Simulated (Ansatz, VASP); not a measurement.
Co5Ru in VASP and in Ansatz

```
CELL_PARAMETERS angstrom
4.38415 0.00000 0.00000
-2.19207 3.79678 0.00000
0.00000 0.00000 4.09226
ATOMIC_POSITIONS crystal
Co 0.66667 0.33333 0.00000
Co 0.33333 0.66667 0.00000
Co 0.00000 0.34167 0.50000
Co 0.65833 0.65833 0.50000
Co 0.34167 0.00000 0.50000
Ru 0.00000 0.00000 0.00000
```

Alike in both runs: task single point; functional PBE; k mesh 12 × 12 × 10; occupations gaussian, width 0.1 eV; collinear spin.

```csv
,VASP,Ansatz
version,VASP 6.6.1,Ansatz 0.2.0
potentials or method,"VASP PAW PBE potentials, release 64 (Co, Ru_pv), cutoff 520 eV","scalar-relativistic, plane waves, PAW"
valence electrons in the cell,59,101
```

|  | VASP | Ansatz | Ansatz less VASP |
| --- | --- | --- | --- |
| gap on the k mesh at the Fermi level (eV) | none | none | - |
| pressure (GPa) | -0.7 | 0.0 | +0.70 |
| rms of the force components (eV/Å) | 0.003 | 0.000 | -0.0032 |
| net moment per atom (μB) | 1.24 | 1.25 | +0.011 |
| size of the moment on the site where the two differ most (μB) | 1.59 | 1.64 | +0.058 |

Site moments also hang on the region over which each program counts them. Atom by atom the forces differ by 0.003 eV/Å (rms over components). A gap of «none» marks a metal or a gap that the smearing closes. The functional is the same, so the differences come from potentials, cutoffs and numerics. VASP's potentials hold 59 valence electrons a cell and Ansatz's 101, so a difference there can come from the potentials and not from the codes. Ansatz's warnings: stability check not made.
